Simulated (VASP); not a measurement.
Input of a VASP 6.6.1 run:

INCAR

```
  PREC = Accurate
  ENCUT = 520
  EDIFF = 1E-7
  ISMEAR = -1
  SIGMA = 0.1
  LREAL = False
  LASPH = True
  NELM = 80
  ALGO = Normal
  ISIF = 2
  LWAVE = False
  LCHARG = False
  GGA = RE
  NBANDS = 13
```

The input KPOINTS:

```
regular mesh
0
Gamma
  18 18 18
```

The input POSCAR:

```
Pb
1.0
    0.0000000000      2.5411798192      2.5411798192
    2.5411798192      0.0000000000      2.5411798192
    2.5411798192      2.5411798192      0.0000000000
Pb
1
Direct
    0.0000000000      0.0000000000      0.0000000000
```

Potentials or basis: VASP PAW PBE potentials, release 64 (Pb_d).

The run is started by

```console
$ cat potpaw_PBE.64/Pb_d/POTCAR > POTCAR
$ mpirun -np 1 vasp_std > vasp.out
```

(1) What does it give for the band gap on the k mesh?

(2) Estimate the pressure.

Answers

(1) zero (band 7 reaches 13.35 eV, above the bottom of band 8 at 5.14 eV).

(2) 0.1 GPa.

Caveat: the PAW data sets were made with another functional, which shifts forces and pressure a little; spin-orbit coupling is left out, which moves the levels of the heavy elements.
